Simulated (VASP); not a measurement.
Here is a VASP 6.6.1 calculation.

File INCAR:

```
SYSTEM = Ca
PREC = Accurate
ENCUT = 520
EDIFF = 1E-6
ISMEAR = -1
SIGMA = 0.1
LREAL = .FALSE.
LASPH = .TRUE.
NELM = 100
ALGO = Normal
ISIF = 2
LWAVE = .FALSE.
LCHARG = .FALSE.
GGA = B5
ALDAX = 1.0
AGGAX = 1.0
AGGAC = 1.0
ALDAC = 0.0
NBANDS = 11
```

File KPOINTS:

```
Automatic mesh
0
G
  11 11 11
  0 0 0
```

File POSCAR:

```
Ca
1.0
   -2.2250492217      2.2250492217      2.2250492217
    2.2250492217     -2.2250492217      2.2250492217
    2.2250492217      2.2250492217     -2.2250492217
Ca
1
Direct
    0.0000000000      0.0000000000      0.0000000000
```

Potentials or basis: VASP PAW PBE potentials, release 64 (Ca_sv).

The run is started by

```console
$ cat potpaw_PBE.64/Ca_sv/POTCAR > POTCAR
$ mpirun -np 1 vasp_std > vasp.out
```

Q: Estimate the pressure.

A: -0.6 GPa.

Q: What does it give for the band gap on the k mesh?

A: Zero (band 5 reaches 2.53 eV, above the bottom of band 6 at 2.29 eV).

Caveat: the PAW data sets were made with another functional, which shifts forces and pressure a little.
